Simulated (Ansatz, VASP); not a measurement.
TaN: VASP beside Ansatz

```xyz
2
Lattice="2.9380 -0.0147 -0.0147 -1.4817 2.5517 -0.0054 -0.0144 -0.0144 2.8830" Properties=species:S:1:pos:R:3 pbc="T T T"
Ta   -0.0157    1.6890    1.4330
N     0.0000    0.0000    0.0000
```

Change from the starting cell: equal xy, yz and zx shear strains of -1 %, PAW files.

Alike in both runs: task electric field gradients; functional PBE; k mesh 12 × 12 × 10; occupations fermi-dirac, width 0.02 eV; no spin polarisation.

|  | VASP | Ansatz |
| --- | --- | --- |
| version | VASP 6.6.1 | Ansatz 0.2.0 |
| potentials or method | VASP PAW PBE potentials, release 64 (Ta_pv, N) | PAW with Ansatz's default frozen-core files, scalar-relativistic |
| plane-wave cutoff (eV) | 520 | 420 |
| valence electrons in the cell | 16 | 18 |

Ansatz gave:

```
pressure (GPa)                                                : 4.8
traceless stress, the component that is largest in VASP (GPa) : 2.49
rms of the force components (eV/Å)                            : 0.014
size of Vzz on the site where it differs most (V/Å²)          : 64.4
```

Q: What did VASP give for the same quantities?

A: Pressure (GPa): 5.5; traceless stress, the component that is largest in VASP (GPa): 2.51; rms of the force components (eV/Å): 0.014; size of Vzz on the site where it differs most (V/Å²): 39.3.

Atom by atom the forces differ by 0.001 eV/Å (rms over components). One of these differences is far larger than is usual between the two programs; its cause wasn't traced. VASP's potentials hold 16 valence electrons a cell and Ansatz's 18, so a difference there can come from the potentials and not from the codes.

Spin-orbit coupling is off throughout.
